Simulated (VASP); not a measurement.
# BaTiO3 (R3m) in VASP: further runs

BaTiO3 is run at these levels: r2SCAN+U; tasks: single point.

All numbers are computed with VASP 6.6.1; they aren't measurements. Logs are shortened: lines on timing, memory, paths and dates and some standing lists are left out, and cuts for length are marked.

### 1 The cell of the first run

It takes space group R3m (No. 160, trigonal). Conventional cell: a = 5.656 Å, b = 5.656 Å, c = 6.953 Å, α = 90.00°, β = 90.00°, γ = 120.00°. Within 3.7 Å of Ba (site symmetry 3m) lie 12 O at 2.78 to 2.89 Å and 8 Ti at 3.39 to 3.57 Å. Within 2.5 Å of Ti (site symmetry 3m) lie 6 O at 1.88 to 2.13 Å. O (site symmetry m) has 2 Ti at 1.88 to 2.13 Å within 2.5 Å.

### 2 Single point, r2SCAN+U, collinear spin

File POSCAR:

```
BaTiO3
1.0
    2.8278836400      1.6326793800      2.3177256300
   -2.8278836400      1.6326793800      2.3177256300
    0.0000000000     -3.2653587600      2.3177256300
Ba Ti O
1 1 3
Direct
    0.0000000000      0.0000000000      0.0000000000
    0.5130000000      0.5130000000      0.5130000000
    0.4908000000      0.4908000000      0.9811000000
    0.4908000000      0.9811000000      0.4908000000
    0.9811000000      0.4908000000      0.4908000000
```

File INCAR.step1:

```
SYSTEM = BaTiO3
PREC = Accurate
ENCUT = 660
ISMEAR = -1
SIGMA = 0.02
LREAL = .FALSE.
LASPH = .TRUE.
NELM = 200
ISPIN = 2
MAGMOM = 0 1 0 0 0
LMAXMIX = 4
LDAU = .TRUE.
LDAUTYPE = 2
LDAUL = -1 2 -1
LDAUU = 0 3 0
LDAUJ = 0 0 0
NBANDS = 32
GGA = PE
ALGO = Normal
EDIFF = 1E-5
LWAVE = .TRUE.
LCHARG = .FALSE.
GGA_COMPAT = .FALSE.
```

File INCAR.step2:

```
SYSTEM = BaTiO3
PREC = Accurate
ENCUT = 660
EDIFF = 1E-6
ISMEAR = -1
SIGMA = 0.02
LREAL = .FALSE.
LASPH = .TRUE.
NELM = 200
ALGO = Normal
ISIF = 2
LWAVE = .FALSE.
LCHARG = .FALSE.
ISPIN = 2
MAGMOM = 0 1 0 0 0
LORBIT = 11
LMAXMIX = 4
LDAU = .TRUE.
LDAUTYPE = 2
LDAUL = -1 2 -1
LDAUU = 0 3 0
LDAUJ = 0 0 0
LDAUPRINT = 1
METAGGA = R2SCAN
LMIXTAU = .TRUE.
NBANDS = 32
ISTART = 1
GGA_COMPAT = .FALSE.
```

File KPOINTS:

```
regular mesh
0
G
  5 5 5
  0 0 0
```

Potentials or basis: VASP PAW PBE potentials, release 64 (Ba_sv, Ti_sv, O).

Command:

```
> cat potpaw_PBE.64/Ba_sv/POTCAR potpaw_PBE.64/Ti_sv/POTCAR potpaw_PBE.64/O/POTCAR > POTCAR
> cp INCAR.step1 INCAR
> mpirun -np 1 vasp_std > vasp.out
> cp INCAR.step2 INCAR
> mpirun -np 1 vasp_std > vasp.out
```

OUTCAR:

```text
SYSTEM = BaTiO3
   PREC = Accurate
   ENCUT = 660
   EDIFF = 1E-6
   ISMEAR = -1
   LREAL = .FALSE.
   LASPH = .TRUE.
   NELM = 200
   ISIF = 2
   ISPIN = 2
   LORBIT = 11
   METAGGA = R2SCAN
   ISTART = 1

 ion  position               nearest neighbor table
   1  0.000  0.000  0.000-   3 2.78   4 2.78   5 2.78   5 2.83   4 2.83   4 2.83   5 2.83   3 2.83
                             3 2.83   3 2.89   4 2.89   5 2.89   2 3.39   2 3.44   2 3.44   2 3.44
   2  0.513  0.513  0.513-   3 1.88   4 1.88   5 1.88   3 2.13   4 2.13   5 2.13   1 3.39   1 3.44
                             1 3.44   1 3.44   1 3.50   1 3.50   1 3.50   1 3.57
   3  0.491  0.491  0.981-   2 1.88   2 2.13   1 2.78   1 2.83   1 2.83   1 2.89
   4  0.491  0.981  0.491-   2 1.88   2 2.13   1 2.78   1 2.83   1 2.83   1 2.89
   5  0.981  0.491  0.491-   2 1.88   2 2.13   1 2.78   1 2.83   1 2.83   1 2.89

  LATTYP: Found a trigonal (rhomboedric) cell.
 ALAT       =     4.0043001805
 COS(alpha) =     0.0025300680

  Lattice vectors:

 A1 = (   2.8278836400,   1.6326793800,   2.3177256300)
 A2 = (  -2.8278836400,   1.6326793800,   2.3177256300)
 A3 = (   0.0000000000,  -3.2653587600,   2.3177256300)

Analysis of symmetry for initial positions (statically):
=====================================================================
 Subroutine PRICEL returns:
 Original cell was already a primitive cell.

 Routine SETGRP: Setting up the symmetry group for a
 trigonal (rhombohedral) supercell.

 Subroutine GETGRP returns: Found  6 space group operations
 (whereof  6 operations were pure point group operations)
 out of a pool of 12 trial point group operations.

The static configuration has the point symmetry C_3v.

Analysis of symmetry for dynamics (positions and initial velocities):
=====================================================================
 Subroutine PRICEL returns:
 Original cell was already a primitive cell.

 Routine SETGRP: Setting up the symmetry group for a
 trigonal (rhombohedral) supercell.

 Subroutine GETGRP returns: Found  6 space group operations
 (whereof  6 operations were pure point group operations)
 out of a pool of 12 trial point group operations.

The dynamic configuration has the point symmetry C_3v.

Analysis of structural, dynamic, and magnetic symmetry:
=====================================================================
 Subroutine PRICEL returns:
 Original cell was already a primitive cell.

 Routine SETGRP: Setting up the symmetry group for a
 trigonal (rhombohedral) supercell.

 Subroutine GETGRP returns: Found  6 space group operations
 (whereof  6 operations were pure point group operations)
 out of a pool of 12 trial point group operations.

The overall configuration has the point symmetry C_3v.

 Subroutine INISYM returns: Found  6 space group operations
 (whereof  6 operations are pure point group operations),
 and found     1 'primitive' translations

----------------------------------------------------------------------------------------

                                     Primitive cell

  volume of cell :      64.2060

  direct lattice vectors                    reciprocal lattice vectors
     2.827883640  1.632679380  2.317725630     0.176810670  0.102081688  0.143819151
    -2.827883640  1.632679380  2.317725630    -0.176810670  0.102081688  0.143819151
     0.000000000 -3.265358760  2.317725630     0.000000000 -0.204163376  0.143819151

  length of vectors
     4.004300180  4.004300180  4.004300179     0.249733122  0.249733122  0.249733122

  position of ions in fractional coordinates (direct lattice)
     0.000000000  0.000000000  0.000000000
     0.513000000  0.513000000  0.513000000
     0.490800000  0.490800000  0.981100000
     0.490800000  0.981100000  0.490800000
     0.981100000  0.490800000  0.490800000

  ion indices of the primitive-cell ions
   primitive index   ion index
                 1           1
                 2           2
                 3           3
                 4           4
                 5           5

----------------------------------------------------------------------------------------

 KPOINTS: regular mesh

Automatic generation of k-mesh.
 Grid dimensions read from file:
 generate k-points for:    5    5    5

 Generating k-lattice:

  Cartesian coordinates                     Fractional coordinates (reciprocal lattice)
     0.035362134  0.020416338  0.028763830     0.200000000  0.000000000 -0.000000000
[... 54 lines left out ...]
   LREAL  =      F    real-space projection
   EDIFFG = 0.1E-04   stopping-criterion for IOM
   NSW    =      0    number of steps for IOM
   IBRION =     -1    ionic relax: 0-MD 1-quasi-New 2-CG
   NFREE  =      0    steps in history (QN), initial steepest desc. (CG)
   ISIF   =      2    stress and relaxation
   ISYM   =      2    0-nonsym 1-usesym 2-fastsym
   POTIM  = 0.5000    time-step for ionic-motion
   TEBEG  =    0.0;   TEEND  =   0.0 temperature during run
   PSTRESS=    0.0 pullay stress
   NELECT =      40.0000    total number of electrons
   NUPDOWN=      -1.0000    fix difference up-down
   EMIN   =  10.00;   EMAX   =-10.00  energy-range for DOS
   EFERMI =   0.00;   METHOD = LEGACY
   ISMEAR =    -1;   SIGMA  =   0.02  broadening in eV -4-tet -1-fermi 0-gaus
   EFERMI_NEDOS =   21; number of points for ismear=-14 and -15
   IALGO  =     38    algorithm
   IMIX   =      4    mixing-type and parameters
     AMIX     =   0.40;   BMIX     =  1.00
     AMIX_MAG =   1.60;   BMIX_MAG =  1.00
  volume/ion in A,a.u.               =      12.84        86.66
  Fermi-wavevector in a.u.,A,eV,Ry     =   1.398201  2.642217 26.598925  1.954966
  Thomas-Fermi vector in A             =   2.521382
   LORBIT       =     11    0 simple, 1 ext, 2 COOP (PROOUT), +10 PAW based schemes
 LDA+U is selected, type is set to LDAUTYPE =  2
   angular momentum for each species LDAUL =    -1    2   -1
   U (eV)           for each species LDAUU =   0.0  3.0  0.0
   J (eV)           for each species LDAUJ =   0.0  0.0  0.0
   METAGGA = R2SCAN    functional components
   LHFCALC =     F    Hartree Fock is set to
   AEXX    =    0.0000 exact exchange contribution
   IVDW    =     0    specifies the selected vdW correction
   LEPSILON=     F    determine dielectric tensor
   LRPA    =     F    only Hartree local field effects (RPA)
 spin polarized calculation
  energy-cutoff  :      660.00
  volume of cell :       64.21
 maximum number of plane-waves:      2517
 NGX is ok and might be reduce to    36
   NGX = 17   NGY = 17   NGZ = 17

 number of electron      40.0000000 magnetization       0.0000000

atom =   2  type =  2  l = 2

 onsite density matrix

spin component  1

  0.1618 -0.0000 -0.0000  0.0671  0.0000
 -0.0000  0.1934 -0.0000  0.0000  0.0671
 -0.0000 -0.0000  0.1077 -0.0000 -0.0000
  0.0671  0.0000 -0.0000  0.1934  0.0000
  0.0000  0.0671 -0.0000  0.0000  0.1618

spin component  2

  0.1618 -0.0000 -0.0000  0.0671  0.0000
 -0.0000  0.1934 -0.0000  0.0000  0.0671
 -0.0000 -0.0000  0.1077 -0.0000 -0.0000
  0.0671  0.0000 -0.0000  0.1934  0.0000
  0.0000  0.0671 -0.0000  0.0000  0.1618

 occupancies and eigenvectors

  o =  0.1077  v =  0.0000  0.0000 -1.0000  0.0000 -0.0000  0.0000  0.0000  0.0000  0.0000  0.0000      0.0000  0.0000  0.0000  0.0000  0.0000  0.0000  0.0000  0.0000  0.0000  0.0000
  o =  0.1077  v =  0.0000  0.0000  0.0000  0.0000  0.0000  0.0000  0.0000 -1.0000  0.0000 -0.0000      0.0000  0.0000  0.0000  0.0000  0.0000  0.0000  0.0000  0.0000  0.0000  0.0000
  o =  0.1087  v =  0.0000 -0.6209 -0.0000  0.0000  0.7839  0.0000  0.0000  0.0000  0.0000  0.0000      0.0000  0.0000  0.0000  0.0000  0.0000  0.0000  0.0000  0.0000  0.0000  0.0000
  o =  0.1087  v = -0.7839  0.0000 -0.0000  0.6209  0.0000  0.0000  0.0000  0.0000  0.0000  0.0000      0.0000  0.0000  0.0000  0.0000  0.0000  0.0000  0.0000  0.0000  0.0000  0.0000
  o =  0.1087  v =  0.0000  0.0000  0.0000  0.0000  0.0000  0.0000 -0.6209 -0.0000  0.0000  0.7839      0.0000  0.0000  0.0000  0.0000  0.0000  0.0000  0.0000  0.0000  0.0000  0.0000
  o =  0.1087  v =  0.0000  0.0000  0.0000  0.0000  0.0000 -0.7839  0.0000 -0.0000  0.6209  0.0000      0.0000  0.0000  0.0000  0.0000  0.0000  0.0000  0.0000  0.0000  0.0000  0.0000
  o =  0.2465  v =  0.0000 -0.7839  0.0000  0.0000 -0.6209  0.0000  0.0000  0.0000  0.0000  0.0000      0.0000  0.0000  0.0000  0.0000  0.0000  0.0000  0.0000  0.0000  0.0000  0.0000
  o =  0.2465  v =  0.6209  0.0000 -0.0000  0.7839  0.0000  0.0000  0.0000  0.0000  0.0000  0.0000      0.0000  0.0000  0.0000  0.0000  0.0000  0.0000  0.0000  0.0000  0.0000  0.0000
  o =  0.2465  v =  0.0000  0.0000  0.0000  0.0000  0.0000  0.0000 -0.7839  0.0000  0.0000 -0.6209      0.0000  0.0000  0.0000  0.0000  0.0000  0.0000  0.0000  0.0000  0.0000  0.0000
  o =  0.2465  v =  0.0000  0.0000  0.0000  0.0000  0.0000  0.6209  0.0000 -0.0000  0.7839  0.0000      0.0000  0.0000  0.0000  0.0000  0.0000  0.0000  0.0000  0.0000  0.0000  0.0000

 number of electron      40.0000000 magnetization      -0.0000000

 Free energy of the ion-electron system (eV)
  ---------------------------------------------------
  ext. energy  EPLUGINS =         0.00000000
  ---------------------------------------------------
  free energy    TOTEN  =       -72.22627863 eV

  energy without entropy =      -72.22627863  energy(sigma->0) =      -72.22627863

 E-fermi :   4.0396     XC(G=0): -11.8964

 val. band max:        3.4439320014   @ k =   0.4000   0.4000   0.4000
 cond. band min:       6.6406770429   @ k =   0.0000   0.0000   0.0000
 fundamental gap:      3.1967450415
 Fermi energy:         4.0395568392

 spin component 1

 k-point     1 :       0.0000    0.0000    0.0000
  band No.  band energies     occupation
      1     -55.7518      1.00000
      2     -30.9143      1.00000
      3     -30.9107      1.00000
      4     -30.9107      1.00000
      5     -21.9065      1.00000
      6     -14.2784      1.00000
[... 654 lines left out ...]
     31      17.3013      0.00000
     32      19.5719      0.00000
 Fermi energy:         4.0395568392

 spin component 2

 k-point     1 :       0.0000    0.0000    0.0000
  band No.  band energies     occupation
      1     -55.7518      1.00000
      2     -30.9143      1.00000
      3     -30.9107      1.00000
      4     -30.9107      1.00000
      5     -21.9065      1.00000
      6     -14.2784      1.00000
[... 654 lines left out ...]
     31      17.3013      0.00000
     32      19.5718      0.00000

------------------------ aborting loop because EDIFF is reached ----------------------------------------

  FORCE on cell =-STRESS in cart. coord.  units (eV):
  Direction    XX          YY          ZZ          XY          YZ          ZX
  --------------------------------------------------------------------------------------
  -------------------------------------------------------------------------------------
  Total        2.5808038      2.5808038      2.3197398     -0.0000000      0.0000000      0.0000000
  in kB       64.4005917     64.4005917     57.8860807     -0.0000000      0.0000000      0.0000000
  external PRESSURE =      62.2290880 kB  Pullay stress =       0.0000000 kB

 VOLUME and BASIS-vectors are now :
 -----------------------------------------------------------------------------
  energy-cutoff  :      660.00
  volume of cell :       64.21
      direct lattice vectors                 reciprocal lattice vectors
     2.827883640  1.632679380  2.317725630     0.176810670  0.102081688  0.143819151
    -2.827883640  1.632679380  2.317725630    -0.176810670  0.102081688  0.143819151
     0.000000000 -3.265358760  2.317725630     0.000000000 -0.204163376  0.143819151

 POSITION                                       TOTAL-FORCE (eV/Angst)
 -----------------------------------------------------------------------------------
      0.00000      0.00000      0.00000         0.000000      0.000000      0.047805
      0.00000      0.00000      3.56698         0.000000      0.000000     -0.928146
      0.00000     -1.60101      4.54900         0.000000     -0.506671      0.293447
     -1.38651      0.80050      4.54900        -0.438790      0.253335      0.293447
      1.38651      0.80050      4.54900         0.438790      0.253335      0.293447
 -----------------------------------------------------------------------------------
    total drift:                                0.000000      0.000001     -0.000325

  FREE ENERGIE OF THE ION-ELECTRON SYSTEM (eV)
  ---------------------------------------------------
  free  energy   TOTEN  =       -72.2262786275 eV

  energy  without entropy=      -72.2262786275  energy(sigma->0) =      -72.22627863

 total charge

# of ion       s       p       d       tot
------------------------------------------
    1        2.019   5.670   0.308   7.997
    2        2.227   6.291   1.608  10.126
    3        1.565   3.522   0.000   5.087
    4        1.565   3.522   0.000   5.087
    5        1.565   3.522   0.000   5.087
--------------------------------------------------
tot          8.939  22.528   1.915  33.383

 magnetization (x)

# of ion       s       p       d       tot
------------------------------------------
    1        0.000   0.000  -0.000   0.000
    2       -0.000   0.000  -0.000  -0.000
    3        0.000   0.000   0.000   0.000
    4        0.000   0.000   0.000   0.000
    5        0.000   0.000   0.000   0.000
--------------------------------------------------
tot         -0.000   0.000  -0.000  -0.000
```

Wall time 9 min (1 thread of Oxide Virtual Turin-like, shared host); peak memory 0.28 GiB.

Results:

| Property | Result |
| --- | --- |
| Free energy | -72.2263 eV |
| Pressure | 6.2 GPa |
| Largest force | 0.928 eV/Å |
| Band gap on the k mesh | 3.20 eV (least direct gap 3.48 eV) |
| Net moment | 0.00 μB per cell |
| Valence electrons inside the program's atomic spheres | Ba 8.00; Ti 10.13; O 5.09 |

Forces on the atoms (eV/Å):
```
Ba   0.000  0.000  0.048
Ti   0.000  0.000 -0.928
O    0.000 -0.507  0.293
O   -0.439  0.253  0.293
O    0.439  0.253  0.293
```

Stress tensor (GPa, compression positive):
```
6.44 0.00 0.00
0.00 6.44 0.00
0.00 0.00 5.79
```

Eigenvalues of the final occupation matrices:
```
    site  spin  trace               eigenvalues
site 2 d     1   0.82  0.11 0.11 0.11 0.25 0.25
site 2 d     2   0.82  0.11 0.11 0.11 0.25 0.25
```

Caveat: the cell stands under pressure; the PAW data sets were made with another functional, which shifts forces and pressure a little; spin-orbit coupling is left out, which moves the levels of the heavy elements. A k mesh can miss the band edges.

[end of part 1 of 2]
